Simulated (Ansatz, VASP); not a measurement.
# InSb: VASP beside Ansatz

The input INCAR:

```
PREC = Accurate
ENCUT = 520
EDIFF = 1E-6
ISMEAR = 0
SIGMA = 0.15
LREAL = F
LASPH = T
NELM = 60
ALGO = Normal
ISIF = 2
LWAVE = F
LCHARG = F
GGA = PS
NBANDS = 16
```

File KPOINTS:

```
regular mesh
0
Gamma
  16 16 16
```

The input POSCAR:

```
InSb
1.0
    0.0000000000      3.3088280014      3.2599290654
    3.3088280014      0.0000000000      3.2599290654
    3.3088280014      3.3088280014      0.0000000000
In Sb
1 1
Direct
    0.0000000000      0.0000000000      0.0000000000
    0.7500000000      0.7500000000      0.7500000000
```

Input for Ansatz:

```yaml
crystal:
  lattice:
    - [0.0, 3.3088280014, 3.2599290654]
    - [3.3088280014, 0.0, 3.2599290654]
    - [3.3088280014, 3.3088280014, 0.0]
  atoms:
    - { symbol: In, position: [0.0, 0.0, 0.0] }
    - { symbol: Sb, position: [0.75, 0.75, 0.75] }
basis:
  ecutwfc: 420
kpoints:
  mp_grid: { grid: [16, 16, 16] }
hamiltonian:
  xc: pbesol
scf:
  occupations: { method: gaussian, width: 0.15 }
output:
  forces: true
  stress: true
  eigenvalues: true
```

Change from the starting cell: strain +0.0150 x Voigt [1, 1, 0, 0, 0, 0], atoms carried along.

Alike in both runs: task single point; functional PBEsol; k mesh 16 × 16 × 16; occupations gaussian, width 0.15 eV; no spin polarisation.

```csv
,VASP,Ansatz
version,VASP 6.6.1,Ansatz 0.2.0
potentials or method,"VASP PAW PBE potentials, release 64 (In_d, Sb), cutoff 520 eV","scalar-relativistic, plane waves, PAW"
valence electrons in the cell,18,28
```

|  | VASP | Ansatz | Ansatz less VASP |
| --- | --- | --- | --- |
| gap on the k mesh at the Fermi level (eV) | none | none | - |
| pressure (GPa) | -1.2 | -1.2 | -0.01 |
| traceless stress, the component that is largest in VASP (GPa) | 0.27 | 0.27 | 0.000 |

VASP's potentials were made for PBE, not for PBEsol. A gap of «none» marks a metal or a gap that the smearing closes. With one functional, cell and mesh, what is left measures potentials, basis and numerics. VASP's potentials hold 18 valence electrons a cell and Ansatz's 28, so a difference there can come from the potentials and not from the codes.

Neither program's run includes spin-orbit coupling.
